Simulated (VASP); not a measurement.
**GaN: single point with PBE**

Crystal: GaN.

```xyz
2
Lattice="0.0000 2.0904 2.0904 2.0904 0.0000 2.0904 2.0904 2.0904 0.0000" Properties=species:S:1:pos:R:3 pbc="T T T"
Ga    0.0000    0.0000    0.0000
N     2.0904    2.0904    2.0904
```

This cell differs from its parent crystal: volume changed by -6%.

- Program: VASP 6.6.1
- Task: single point
- Functional: PBE
- Potentials or basis: VASP PAW PBE potentials, release 64 (Ga_d, N)
- Cutoff: 520 eV
- k mesh: 8 × 8 × 8
- Occupations: gaussian, width 0.01 eV
- Spin: no spin polarisation
- Dipole correction: no
- Further INCAR settings: ALGO = Normal; EDIFF = 1e-06; NBANDS = 16

```json
{"Pressure": "15.9 GPa", "Band gap on the k mesh": "0.82 eV, indirect (least direct gap 3.17 eV)"}
```

Levels at points of the mesh, in eV from the valence-band top:
```tsv
k point	band 6	band 7	band 8	band 9	band 10	band 11	band 12	band 13
(0.00, 0.00, 0.00)	-13.86	-0.53	-0.53	-0.53	2.64	14.93	14.93	14.93
(0.50, 0.00, 0.00)	-13.71	-8.40	-0.15	-0.15	4.85	9.30	9.30	9.86
(0.50, 0.50, 0.00)	-10.89	-7.36	-3.15	-3.15	0.82	7.88	12.27	14.95
```

Run time: 5.2 s on 1 thread of Intel(R) Xeon(R) 6975P-C (Granite Rapids), on a shared host, peak memory 0.14 GiB.

 A k mesh can miss the band edges.
